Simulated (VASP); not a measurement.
Input of a VASP 6.6.1 run:

The input INCAR:

```
SYSTEM = Mo
PREC = Accurate ; ENCUT = 600
EDIFF = 1E-7 ; ISMEAR = 0
SIGMA = 0.3 ; LREAL = .False.
LASPH = .True. ; NELM = 100
ALGO = Normal ; ISIF = 3
LWAVE = .False. ; LCHARG = .False.
GGA = PE ; IBRION = 2
NSW = 80 ; EDIFFG = -0.005
```

Contents of KPOINTS:

```
Automatic mesh
0
Gamma
  16 16 16
  0 0 0
```

The input POSCAR:

```
Mo
1.0
   -1.5800000000      1.5800000000      1.5800000000
    1.5800000000     -1.5800000000      1.5800000000
    1.5800000000      1.5800000000     -1.5800000000
Mo
1
Direct
    0.0000000000      0.0000000000      0.0000000000
```

Potentials or basis: VASP PAW PBE potentials, release 64 (Mo_sv).

Command:

```console
$ cat potpaw_PBE.64/Mo_sv/POTCAR > POTCAR
$ mpirun -np 1 vasp_std > vasp.out
```

Q: Estimate the space group after relaxing (to 0.05 Å).

A: Im-3m (No. 229).

Q: What does it give for the relaxed volume?

A: 15.81 Å³/atom.

Q: What does it give for the band gap on the k mesh?

A: Zero (band 7 reaches 16.33 eV, above the bottom of band 8 at 11.07 eV).

Q: What does it give for the relaxed cell?

A: a = 2.739 Å, b = 2.739 Å, c = 2.739 Å, α = 109.47°, β = 109.47°, γ = 109.47°.

Final structure:
```cif
data_structure
_symmetry_space_group_name_H-M 'P 1'
_symmetry_Int_Tables_number 1
_cell_length_a 2.7386
_cell_length_b 2.7386
_cell_length_c 2.7386
_cell_angle_alpha 109.471
_cell_angle_beta 109.471
_cell_angle_gamma 109.471
_cell_volume 15.81
loop_
_atom_site_label
_atom_site_type_symbol
_atom_site_fract_x
_atom_site_fract_y
_atom_site_fract_z
_atom_site_occupancy
Mo1 Mo 0.00000 0.00000 0.00000 1
```
